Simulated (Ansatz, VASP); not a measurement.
## One calculation of KTaO3, two programs

```
K Ta O
1.0
     4.08801    0.00000    0.00000
     0.00000    3.98830    0.00000
     0.00000    0.00000    3.98830
K Ta O
1 1 3
Direct
  0.50000 0.50000 0.50000
  0.00000 0.00000 0.00000
  0.50000 0.00000 0.00000
  0.00000 0.50000 0.00000
  0.00000 0.00000 0.50000
```

Change from the starting cell: strain +0.0250 x Voigt [1, 0, 0, 0, 0, 0], atoms carried along.

Alike in both runs: task single point; functional PBEsol; k mesh 8 × 8 × 8; occupations gaussian, width 0.05 eV; no spin polarisation.

|  | VASP | Ansatz |
| --- | --- | --- |
| version | VASP 6.6.1 | Ansatz 0.2.0 |
| potentials or method | VASP PAW PBE potentials, release 64 (K_sv, Ta_pv, O), cutoff 520 eV | scalar-relativistic, plane waves, PAW |
| valence electrons in the cell | 38 | 40 |

VASP gave:

```
gap on the k mesh at the Fermi level (eV)                     : 2.01
least direct gap on the mesh (eV)                             : 2.63
pressure (GPa)                                                : -4.3
traceless stress, the component that is largest in VASP (GPa) : -5.44
```

Q: Estimate Ansatz's values.

A: gap on the k mesh at the Fermi level (eV): 2.05; least direct gap on the mesh (eV): 2.67; pressure (GPa): -4.9; traceless stress, the component that is largest in VASP (GPa): -5.34.

VASP's potentials were made for PBE, not for PBEsol. With one functional, cell and mesh, what is left measures potentials, basis and numerics. VASP's potentials hold 38 valence electrons a cell and Ansatz's 40, so a difference there can come from the potentials and not from the codes.

Neither program's run includes spin-orbit coupling.
